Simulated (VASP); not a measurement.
Here is a VASP 6.6.1 calculation.

File INCAR:

```
ALGO     = Normal         # electronic algorithm
EDIFF    = 1E-6           # SCF threshold, eV
EDIFFG   = -0.002         # ionic threshold
ENCUT    = 600            # plane-wave cutoff, eV
GGA      = PS             # functional
IBRION   = 2              # ionic algorithm
ISIF     = 3              # what is computed and relaxed
ISMEAR   = -1             # smearing method
LASPH    = T              # aspherical terms in the spheres
LCHARG   = F              # write CHGCAR
LREAL    = F              # projectors in reciprocal space
LWAVE    = F              # write WAVECAR
NELM     = 60             # most SCF steps
NSW      = 100            # ionic steps
PREC     = Accurate       # precision mode
PSTRESS  = 70.0         
SIGMA    = 0.1            # smearing width, eV
```

File KPOINTS:

```
k-points
0
Gamma
  16 16 16
```

POSCAR

```
MgRh
1.0
    3.0838921003      0.0000000000      0.0000000000
    0.0000000000      3.0838921003      0.0000000000
    0.0000000000      0.0000000000      3.0838921003
Mg Rh
1 1
Direct
    0.0000000000      0.0000000000      0.0000000000
    0.5000000000      0.5000000000      0.5000000000
```

Potentials or basis: VASP PAW PBE potentials, release 64 (Mg, Rh_pv).

Launch:

```sh
$ cat potpaw_PBE.64/Mg/POTCAR potpaw_PBE.64/Rh_pv/POTCAR > POTCAR
$ mpirun -np 1 vasp_std > vasp.out
```

Problem. Predict the relaxed cell.

Solution. a = 3.035 Å, b = 3.035 Å, c = 3.035 Å, α = 90.00°, β = 90.00°, γ = 90.00°.

Problem. What does it give for the relaxed volume?

Solution. 13.97 Å³/atom.

Final structure:
```xyz
2
Lattice="3.0345 0.0000 0.0000 0.0000 3.0345 0.0000 0.0000 0.0000 3.0345" Properties=species:S:1:pos:R:3 pbc="T T T"
Mg    0.0000    0.0000    0.0000
Rh    1.5173    1.5173    1.5173
```

Caveat: the cell is relaxed towards a set pressure, so the enthalpy falls and the energy may rise; the PAW data sets were made with another functional, which shifts forces and pressure a little.
